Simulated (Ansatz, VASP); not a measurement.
# One calculation of Nb, two programs

INCAR

```
ALGO = Normal
EDIFF = 1E-7
ENCUT = 520
GGA = RP
ISIF = 2
ISMEAR = -1
LASPH = True
LCHARG = False
LREAL = False
LWAVE = False
NBANDS = 12
NELM = 80
PREC = Accurate
SIGMA = 0.1
```

The input KPOINTS:

```
k-points
0
Gamma
  22 22 22
```

Contents of POSCAR:

```
Nb
1.0
   -1.6187632803      1.6187632803      1.6187632803
    1.6187632803     -1.6187632803      1.6187632803
    1.6187632803      1.6187632803     -1.6187632803
Nb
1
Direct
    0.0000000000      0.0000000000      0.0000000000
```

Input for Ansatz:

```yaml
crystal:
  lattice:
    - [-1.6187632803, 1.6187632803, 1.6187632803]
    - [1.6187632803, -1.6187632803, 1.6187632803]
    - [1.6187632803, 1.6187632803, -1.6187632803]
  atoms:
    - { symbol: Nb, position: [0.0, 0.0, 0.0] }
hamiltonian:
  xc: rpbe
  pseudopotentials:
    kind: paw
    azcp:
      Nb: "pseudopotentials/Nb.paw.azcp"
basis:
  ecutwfc: 420
  fft_grid_basis: typed
kpoints:
  mp_grid: { grid: [22, 22, 22], shift: [0, 0, 0] }
magnetization:
  spin_polarized: false
scf:
  occupations: { method: fermi_dirac, width: 0.1 }
output:
  stress: true
```

Alike in both runs: task single point; functional RPBE; k mesh 22 × 22 × 22; occupations fermi-dirac, width 0.1 eV; no spin polarisation.

```csv
,VASP,Ansatz
version,VASP 6.6.1,Ansatz 0.2.0
potentials or method,"VASP PAW PBE potentials, release 64 (Nb_sv), cutoff 520 eV","plane waves (420 eV) with PAW, scalar-relativistic"
valence electrons in the cell,13,13
```

|  | VASP | Ansatz | Ansatz less VASP |
| --- | --- | --- | --- |
| pressure (GPa) | 15.7 | 16.1 | +0.39 |

VASP's potentials were made for PBE, not for RPBE.
